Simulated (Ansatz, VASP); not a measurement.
## BaF2 in VASP and in Ansatz

```
Ba F
1.0
     0.00000    3.06890    3.06890
     3.06890    0.00000    3.06890
     3.06890    3.06890    0.00000
Ba F
1 2
Direct
  0.00000 0.00000 0.00000
  0.25000 0.25000 0.25000
  0.75000 0.75000 0.75000
```

Alike in both runs: functional PBEsol; k mesh 6 × 6 × 6; occupations gaussian, width 0.02 eV; no spin polarisation.

Ansatz relaxed the structure, and its values are those at the end. VASP's run is a single point on that final structure, the one shown.

```csv
,VASP,Ansatz
version,VASP 6.6.1,Ansatz 0.2.0
potentials or method,"VASP PAW PBE potentials, release 64 (Ba_sv, F), cutoff 600 eV","scalar-relativistic, plane waves, PAW"
valence electrons in the cell,24,24
```

```csv
,VASP,Ansatz,Ansatz less VASP
gap on the k mesh at the Fermi level (eV),6.77,6.86,+0.086
least direct gap on the mesh (eV),6.85,6.95,+0.099
pressure (GPa),1.2,0.0,-1.21
```

VASP's potentials were made for PBE, not for PBEsol. The functional is the same, so the differences come from potentials, cutoffs and numerics.

Neither program's run includes spin-orbit coupling.
